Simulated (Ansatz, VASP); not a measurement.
## Two plane-wave programs on SiC16

The input INCAR:

```
  ALGO = Normal
  DIPOL = 0.5 0.5 0.309
  EDIFF = 1E-6
  ENCUT = 520
  GGA = PE
  IDIPOL = 3
  ISIF = 2
  ISMEAR = 0
  ISPIN = 2
  IVDW = 12
  LASPH = T
  LCHARG = T
  LDIPOL = T
  LELF = T
  LORBIT = 11
  LREAL = Auto
  LVACPOTAV = T
  LVHAR = T
  LWAVE = F
  MAGMOM = 0 0 0 0 0 0 0 0 0 0 0 0 0 0 0 0 2
  NBANDS = 52
  NELM = 150
  PREC = Accurate
  SIGMA = 0.05
```

KPOINTS

```
k-points
0
Gamma
  6 6 1
```

The input POSCAR:

```
SiC16
1.0
    4.9298676323      0.0000000000      0.0000000000
    0.0000000000      4.4224271195      0.0000000000
    0.0000000000      0.0000000000     22.6937497910
C Si
16 1
Direct
    0.2500000000      0.4155274488      0.1762599851
    0.7500000000      0.4155274488      0.1762599851
    0.0000000000      0.5195584910      0.2001803947
    0.5000000000      0.5195584910      0.2001803947
    0.0000000000      0.7272227621      0.2480852155
    0.5000000000      0.7272227621      0.2480852155
    0.2500000000      0.8312538043      0.2720056251
    0.7500000000      0.8312538043      0.2720056251
    0.2500000000      0.0442051686      0.3198734326
    0.7500000000      0.0442051686      0.3198734326
    0.0000000000      0.1500808487      0.3425973485
    0.5000000000      0.1500808487      0.3425973485
    0.0000000000      0.3779776253      0.3900566375
    0.5000000000      0.3779776253      0.3900566375
    0.2500000000      0.4764186278      0.4095290499
    0.7500000000      0.4764186278      0.4095290499
    0.5000000000      0.4764186278      0.5329110395
```

Input for Ansatz:

```yaml
crystal:
  lattice:
    - [4.9298676323, 0.0, 0.0]
    - [0.0, 4.4224271195, 0.0]
    - [0.0, 0.0, 22.693749791]
  atoms:
    - { symbol: C, position: [0.25, 0.4155274488, 0.1762599851] }
    - { symbol: C, position: [0.75, 0.4155274488, 0.1762599851] }
    - { symbol: C, position: [0.0, 0.519558491, 0.2001803947] }
    - { symbol: C, position: [0.5, 0.519558491, 0.2001803947] }
    - { symbol: C, position: [0.0, 0.7272227621, 0.2480852155] }
    - { symbol: C, position: [0.5, 0.7272227621, 0.2480852155] }
    - { symbol: C, position: [0.25, 0.8312538043, 0.2720056251] }
    - { symbol: C, position: [0.75, 0.8312538043, 0.2720056251] }
    - { symbol: C, position: [0.25, 0.0442051686, 0.3198734326] }
    - { symbol: C, position: [0.75, 0.0442051686, 0.3198734326] }
    - { symbol: C, position: [0.0, 0.1500808487, 0.3425973485] }
    - { symbol: C, position: [0.5, 0.1500808487, 0.3425973485] }
    - { symbol: C, position: [0.0, 0.3779776253, 0.3900566375] }
    - { symbol: C, position: [0.5, 0.3779776253, 0.3900566375] }
    - { symbol: C, position: [0.25, 0.4764186278, 0.4095290499] }
    - { symbol: C, position: [0.75, 0.4764186278, 0.4095290499] }
    - { symbol: Si, position: [0.5, 0.4764186278, 0.5329110395], spin: 2.0 }
basis:
  ecutwfc: 420
kpoints:
  mp_grid: { grid: [6, 6, 1] }
hamiltonian:
  xc: pbe
  pseudopotentials: { kind: paw, azcp: { folder: soft_1 } }
  dispersion: d3bj
scf:
  occupations: { method: gaussian, width: 0.05 }
output:
  forces: true
  eigenvalues: true
  populations: true
magnetization:
  spin_polarized: true
efield:
  axis: 3
  dipole_correction: true
  ramp_width: 0.04
```

Alike in both runs: task single point; functional PBE; dispersion D3(BJ); k mesh 6 × 6 × 1; occupations gaussian, width 0.05 eV; collinear spin.

|  | VASP | Ansatz |
| --- | --- | --- |
| version | VASP 6.6.1 | Ansatz 0.2.0 |
| potentials or method | VASP PAW PBE potentials, release 64 (C, Si), cutoff 520 eV | scalar-relativistic, plane waves, PAW |
| valence electrons in the cell | 68 | 68 |

```csv
,VASP,Ansatz,Ansatz less VASP
gap on the k mesh at the Fermi level (eV),none,none,-
rms of the force components (eV/Å),1.089,1.157,+0.0677
net moment per atom (μB),0.03,0.18,+0.150
size of the moment on the site where the two differ most (μB),0.00,0.44,+0.435
"work function, face that differs most (eV)",6.23,4.99,-1.240
```

The net moments are unlike, so the other rows may belong to different states. Site moments also hang on the region over which each program counts them. Atom by atom the forces differ by 0.125 eV/Å (rms over components). A gap of «none» marks a metal or a gap that the smearing closes.
